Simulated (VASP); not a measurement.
# BAs in VASP: relaxation of the atoms with PBEsol

Aim: the relaxation of the atoms of BAs with PBEsol.

Program: VASP 6.6.1. These are calculated values, not measurements. Logs are shortened: lines on timing, memory, paths and dates and some standing lists are left out, and cuts for length are marked.

## (1) The cell of the first run

The cell holds a slab with vacuum, 10 atoms: a = 3.371 Å, b = 3.371 Å, c = 25.728 Å, α = 90.00°, β = 90.00°, γ = 90.00°.

## (2) Relaxation of the atoms, PBEsol

The input, INCAR:

```
ALGO = Fast
DIPOL = 0.5 0.5 0.500
EDIFF = 1E-6
EDIFFG = -0.02
ENCUT = 520
GGA = PS
IBRION = 2
IDIPOL = 3
ISIF = 2
ISMEAR = 0
LASPH = True
LCHARG = False
LDIPOL = True
LREAL = False
LWAVE = False
NELM = 80
NSW = 80
PREC = Accurate
SIGMA = 0.05
```

The input, KPOINTS:

```
k-points
0
Gamma
  8 8 1
```

The input, POSCAR:

```
BAs
1.0
    3.3713973180      0.0000000000      0.0000000000
    0.0000000000      3.3713973180      0.0000000000
    0.0000000000      0.0000000000     25.7277205753
As B
5 5
Direct
    0.0000000000      0.5000000000      0.2915143601
    0.5000000000      0.0000000000      0.3841746445
    0.0000000000      0.5000000000      0.4768349289
    0.5000000000      0.0000000000      0.5694952133
    0.0000000000      0.5000000000      0.6621554977
    0.5000000000      0.5000000000      0.3378445023
    0.0000000000      0.0000000000      0.4305047867
    0.5000000000      0.5000000000      0.5231650711
    0.0000000000      0.0000000000      0.6158253555
    0.5000000000      0.5000000000      0.7084856399
```

Potentials or basis: VASP PAW PBE potentials, release 64 (As, B).

Started as:

```sh
cat potpaw_PBE.64/As/POTCAR potpaw_PBE.64/B/POTCAR > POTCAR
mpirun -np 1 vasp_std > vasp.out
```

OUTCAR:

```text
EDIFF = 1E-6
   EDIFFG = -0.02
   ENCUT = 520
   GGA = PS
   IBRION = 2
   ISIF = 2
   ISMEAR = 0
   LASPH = True
   LREAL = False
   NELM = 80
   NSW = 80
   PREC = Accurate

 ion  position               nearest neighbor table
   1  0.000  0.500  0.292-   6 2.06   6 2.06
   2  0.500  0.000  0.384-   6 2.06   7 2.06   6 2.06   7 2.06
   3  0.000  0.500  0.477-   7 2.06   7 2.06   8 2.06   8 2.06
   4  0.500  0.000  0.569-   8 2.06   9 2.06   8 2.06   9 2.06
   5  0.000  0.500  0.662-   9 2.06  10 2.06   9 2.06  10 2.06
   6  0.500  0.500  0.338-   1 2.06   2 2.06   2 2.06   1 2.06
   7  0.000  0.000  0.431-   2 2.06   3 2.06   3 2.06   2 2.06
   8  0.500  0.500  0.523-   4 2.06   4 2.06   3 2.06   3 2.06
   9  0.000  0.000  0.616-   4 2.06   5 2.06   5 2.06   4 2.06
  10  0.500  0.500  0.708-   5 2.06   5 2.06

  LATTYP: Found a simple tetragonal cell.
 ALAT       =     3.3713973180
 C/A-ratio  =     7.6311743021

  Lattice vectors:

 A1 = (   3.3713973180,   0.0000000000,   0.0000000000)
 A2 = (   0.0000000000,   3.3713973180,   0.0000000000)
 A3 = (   0.0000000000,   0.0000000000,  25.7277205753)

Analysis of symmetry for initial positions (statically):
=====================================================================
 Subroutine PRICEL returns:
 Original cell was already a primitive cell.

 Routine SETGRP: Setting up the symmetry group for a
 simple tetragonal supercell.

 Subroutine GETGRP returns: Found  4 space group operations
 (whereof  4 operations were pure point group operations)
 out of a pool of 16 trial point group operations.

The static configuration has the point symmetry C_2v.

Analysis of symmetry for dynamics (positions and initial velocities):
=====================================================================
 Subroutine PRICEL returns:
 Original cell was already a primitive cell.

 Routine SETGRP: Setting up the symmetry group for a
 simple tetragonal supercell.

 Subroutine GETGRP returns: Found  4 space group operations
 (whereof  4 operations were pure point group operations)
 out of a pool of 16 trial point group operations.

The dynamic configuration has the point symmetry C_2v.

 Subroutine INISYM returns: Found  4 space group operations
 (whereof  4 operations are pure point group operations),
 and found     1 'primitive' translations

----------------------------------------------------------------------------------------

                                     Primitive cell

  volume of cell :     292.4295

  direct lattice vectors                    reciprocal lattice vectors
     3.371397318  0.000000000  0.000000000     0.296612919  0.000000000  0.000000000
     0.000000000  3.371397318  0.000000000     0.000000000  0.296612919  0.000000000
     0.000000000  0.000000000 25.727720575     0.000000000  0.000000000  0.038868581

  length of vectors
     3.371397318  3.371397318 25.727720575     0.296612919  0.296612919  0.038868581

  position of ions in fractional coordinates (direct lattice)
     0.000000000  0.500000000  0.291514360
     0.500000000  0.000000000  0.384174644
     0.000000000  0.500000000  0.476834929
     0.500000000  0.000000000  0.569495213
     0.000000000  0.500000000  0.662155498
     0.500000000  0.500000000  0.337844502
     0.000000000  0.000000000  0.430504787
     0.500000000  0.500000000  0.523165071
     0.000000000  0.000000000  0.615825356
     0.500000000  0.500000000  0.708485640

  ion indices of the primitive-cell ions
   primitive index   ion index
                 1           1
                 2           2
                 3           3
                 4           4
                 5           5
                 6           6
                 7           7
                 8           8
                 9           9
                10          10

----------------------------------------------------------------------------------------
[... 26 lines left out ...]
            Coordinates               Weight
  0.000000  0.000000  0.000000      1.000000
  0.125000  0.000000  0.000000      2.000000
  0.000000  0.125000  0.000000      2.000000
  0.250000  0.000000  0.000000      2.000000
  0.000000  0.250000  0.000000      2.000000
  0.375000  0.000000  0.000000      2.000000
[... 16 lines left out ...]
  0.500000  0.375000  0.000000      2.000000
 -0.375000  0.500000  0.000000      2.000000
   k-points           NKPTS =     25   k-points in BZ     NKDIM =     25   number of bands    NBANDS=     26
   number of dos      NEDOS =    301   number of ions     NIONS =     10
   total plane-waves  NPLWV = 150528
   dimension x,y,z NGX =    28 NGY =   28 NGZ =  192
   dimension x,y,z NGXF=    56 NGYF=   56 NGZF=  384
   ions per type =               5   5
   NGX,Y,Z   is equivalent  to a cutoff of  13.81, 13.81, 12.41 a.u.
   NGXF,Y,Z  is equivalent  to a cutoff of  27.61, 27.61, 24.81 a.u.
 SYSTEM =  unknown system
   PREC   = accura    normal or accurate (medium, high low for compatibility)
   ISTART =      0    job   : 0-new  1-cont  2-samecut
   ICHARG =      2    charge: 1-file 2-atom 10-const
   ISPIN  =      1    spin polarized calculation?
   LNONCOLLINEAR =      F non collinear calculations
   LSORBIT =      F    spin-orbit coupling
   LASPH  =      T    aspherical Exc in radial PAW
   ENCUT  =  520.0 eV  38.22 Ry    6.18 a.u.   6.27  6.27 47.84*2*pi/ulx,y,z
   NELM   =     80;   NELMIN=  2; NELMDL= -5     # of ELM steps
   EDIFF  = 0.1E-05   stopping-criterion for ELM
   LREAL  =      F    real-space projection
   EDIFFG = -.2E-01   stopping-criterion for IOM
   NSW    =     80    number of steps for IOM
   IBRION =      2    ionic relax: 0-MD 1-quasi-New 2-CG
   NFREE  =      1    steps in history (QN), initial steepest desc. (CG)
   ISIF   =      2    stress and relaxation
   ISYM   =      2    0-nonsym 1-usesym 2-fastsym
   POTIM  = 0.5000    time-step for ionic-motion
   TEBEG  =    0.0;   TEEND  =   0.0 temperature during run
   PSTRESS=    0.0 pullay stress
   NELECT =      40.0000    total number of electrons
   NUPDOWN=      -1.0000    fix difference up-down
   EMIN   =  10.00;   EMAX   =-10.00  energy-range for DOS
   EFERMI =   0.00;   METHOD = LEGACY
   ISMEAR =     0;   SIGMA  =   0.05  broadening in eV -4-tet -1-fermi 0-gaus
   EFERMI_NEDOS =   21; number of points for ismear=-14 and -15
   IALGO  =     68    algorithm
   IMIX   =      4    mixing-type and parameters
     AMIX     =   0.40;   BMIX     =  1.00
     AMIX_MAG =   1.60;   BMIX_MAG =  1.00
  volume/ion in A,a.u.               =      29.24       197.34
  Fermi-wavevector in a.u.,A,eV,Ry     =   0.843505  1.593994  9.680559  0.711501
  Thomas-Fermi vector in A             =   1.958384
   LORBIT       =      0    0 simple, 1 ext, 2 COOP (PROOUT), +10 PAW based schemes
   GGA     = PS    functional components
   LHFCALC =     F    Hartree Fock is set to
   AEXX    =    0.0000 exact exchange contribution
   IVDW    =     0    specifies the selected vdW correction
   LEPSILON=     F    determine dielectric tensor
   LRPA    =     F    only Hartree local field effects (RPA)
 conjugate gradient relaxation of ions
 non-spin polarized calculation
 RMM-DIIS sequential band-by-band and
 Gauss-broadening in eV      SIGMA  =   0.05
  energy-cutoff  :      520.00
  volume of cell :      292.43
 maximum number of plane-waves:      7924
 NGX is ok and might be reduce to    28
   NGX = 13   NGY = 13   NGZ = 95

 dipolmoment           0.000000      0.000000      0.020529 electrons x Angstroem

--------------------------------------- Ionic step        1  -------------------------------------------

 number of electron      40.0000003 magnetization

 Free energy of the ion-electron system (eV)
  ---------------------------------------------------
  ext. energy  EPLUGINS =         0.00000000
  ---------------------------------------------------
  free energy    TOTEN  =       -56.35017480 eV

  energy without entropy =      -56.34126572  energy(sigma->0) =      -56.34572026

------------------------ aborting loop because EDIFF is reached ----------------------------------------

 vacuum level on the upper side and lower side of the slab       (xc-potential included)        -0.238        -0.064

  FORCE on cell =-STRESS in cart. coord.  units (eV):
  Direction    XX          YY          ZZ          XY          YZ          ZX
  --------------------------------------------------------------------------------------
  -------------------------------------------------------------------------------------
  Total       -0.1874898     -3.7891322     -0.9299601      0.0000000      0.0000000      0.0000000
  in kB       -1.0272284    -20.7600861     -5.0951116      0.0000000      0.0000000      0.0000000
  external PRESSURE =      -8.9608087 kB  Pullay stress =       0.0000000 kB
[... 113 lines left out ...]
  FREE ENERGIE OF THE ION-ELECTRON SYSTEM (eV)
  ---------------------------------------------------
  free  energy   TOTEN  =       -56.4618729922 eV

  energy  without entropy=      -56.4552980408  energy(sigma->0) =      -56.45858552

[... ionic steps 4 to 9 ...]

--------------------------------------- Ionic step       10  -------------------------------------------

 number of electron      40.0000003 magnetization

------------------------ aborting loop because EDIFF is reached ----------------------------------------
[... 83 lines left out ...]
--------------------------------------- Ionic step       12  -------------------------------------------

 number of electron      40.0000003 magnetization

 dipolmoment           0.000000      0.000000     -0.034524 electrons x Angstroem

 Free energy of the ion-electron system (eV)
  ---------------------------------------------------
  ext. energy  EPLUGINS =         0.00000000
  ---------------------------------------------------
  free energy    TOTEN  =       -56.47742720 eV

  energy without entropy =      -56.47048403  energy(sigma->0) =      -56.47395562

 E-fermi :  -0.3351     XC(G=0):  -5.7168

 val. band max:       -0.3370868759   @ k =   0.1250   0.0000   0.0000
 cond. band min:      -0.3221955061   @ k =  -0.3750   0.5000   0.0000
 fundamental gap:      0.0148913698
 Fermi energy:        -0.3350966432

 k-point     1 :       0.0000    0.0000    0.0000
  band No.  band energies     occupation
      1     -15.5604      2.00000
      2     -14.8059      2.00000
      3     -13.8559      2.00000
      4     -12.7023      2.00000
      5     -11.1079      2.00000
      6      -8.1388      2.00000
[... 685 lines left out ...]
     25       2.4909      0.00000
     26       2.8220      0.00000

 [... further k-points ...]

------------------------ aborting loop because EDIFF is reached ----------------------------------------

 vacuum level on the upper side and lower side of the slab       (xc-potential included)        -0.281         0.246

  FORCE on cell =-STRESS in cart. coord.  units (eV):
  Direction    XX          YY          ZZ          XY          YZ          ZX
  --------------------------------------------------------------------------------------
  -------------------------------------------------------------------------------------
  Total        0.9975492     -4.3179385     -0.2535702      0.0000000      0.0000000      0.0000000
  in kB        5.4654221    -23.6573364     -1.3892732      0.0000000      0.0000000      0.0000000
  external PRESSURE =      -6.5270625 kB  Pullay stress =       0.0000000 kB
[... 25 lines left out ...]
  FREE ENERGIE OF THE ION-ELECTRON SYSTEM (eV)
  ---------------------------------------------------
  free  energy   TOTEN  =       -56.4774271991 eV

  energy  without entropy=      -56.4704840313  energy(sigma->0) =      -56.47395562

 reached required accuracy - stopping structural energy minimisation

 vacuum level on the upper side and lower side of the slab         5.073         5.616
```

Run time: 38 min. Hardware: 1 thread of Oxide Virtual Turin-like, shared host; peak memory 0.47 GiB.

What came out:

```yaml
Free_energy: -56.4774 eV
Energy_gained_by_relaxing: 12.7 meV/atom
Ionic_steps: 12
Largest_force_after_relaxing: 0.018 eV/Å
Band_gap_on_the_k_mesh: zero (bands 20 and 21 overlap by 1.10 eV)
```

Forces in eV/Å, atoms in the order of the input:
```
As   0.000  0.000  0.018
As   0.000  0.000 -0.008
As   0.000  0.000 -0.006
As   0.000  0.000 -0.006
As   0.000  0.000 -0.006
B    0.000  0.000  0.016
B    0.000  0.000  0.000
B    0.000  0.000  0.002
B    0.000  0.000 -0.004
B    0.000  0.000 -0.007
```

The path:
| step | energy change (eV) | largest force (eV/Å) | pressure (GPa) |
| --- | --- | --- | --- |
| 1 | 0.0000 | 1.4348 | -0.90 |
| 2 | -0.1098 | 0.4292 | -0.85 |
| 3 | -0.1117 | 0.4310 | -0.83 |
| 4 | -0.1222 | 0.1384 | -0.76 |
| 5 | -0.1235 | 0.1811 | -0.72 |
| 6 | -0.1259 | 0.0855 | -0.69 |
| 7 | -0.1261 | 0.1014 | -0.68 |
| 8 | -0.1269 | 0.0431 | -0.67 |
| 9 | -0.1270 | 0.0589 | -0.67 |
| 10 | -0.1272 | 0.0233 | -0.66 |
| 11 | -0.1272 | 0.0305 | -0.66 |
| 12 | -0.1273 | 0.0179 | -0.65 |

Final structure:
```
CELL_PARAMETERS angstrom
3.37140 0.00000 0.00000
0.00000 3.37140 0.00000
0.00000 0.00000 25.72772
ATOMIC_POSITIONS crystal
As 0.00000 0.50000 0.29070
As 0.50000 0.00000 0.38442
As 0.00000 0.50000 0.47722
As 0.50000 0.00000 0.57051
As 0.00000 0.50000 0.66438
B 0.50000 0.50000 0.33791
B 0.00000 0.00000 0.43094
B 0.50000 0.50000 0.52375
B 0.00000 0.00000 0.61634
B 0.50000 0.50000 0.70383
```

Levels at points of the mesh, in eV from the Fermi level:
| k point | band 16 | band 17 | band 18 | band 19 | band 20 | band 21 | band 22 | band 23 | band 24 | band 25 |
| --- | --- | --- | --- | --- | --- | --- | --- | --- | --- | --- |
| (0.00, 0.00, 0.00) | -1.25 | -0.76 | -0.13 | -0.09 | 0.36 | 1.40 | 1.47 | 2.02 | 2.19 | 2.31 |
| (0.50, 0.00, 0.00) | -1.91 | -1.64 | -1.14 | -1.10 | -0.44 | 2.53 | 3.03 | 3.27 | 3.36 | 3.62 |
| (0.00, 0.50, 0.00) | -1.79 | -1.41 | -0.86 | -0.59 | -0.25 | 0.07 | 0.60 | 3.10 | 3.31 | 3.61 |
| (0.50, 0.50, 0.00) | -4.26 | -4.02 | -3.66 | -1.50 | -1.18 | -0.75 | -0.15 | 2.31 | 2.46 | 2.53 |

Caveat: the PAW data sets were made with another functional, which shifts forces and pressure a little.
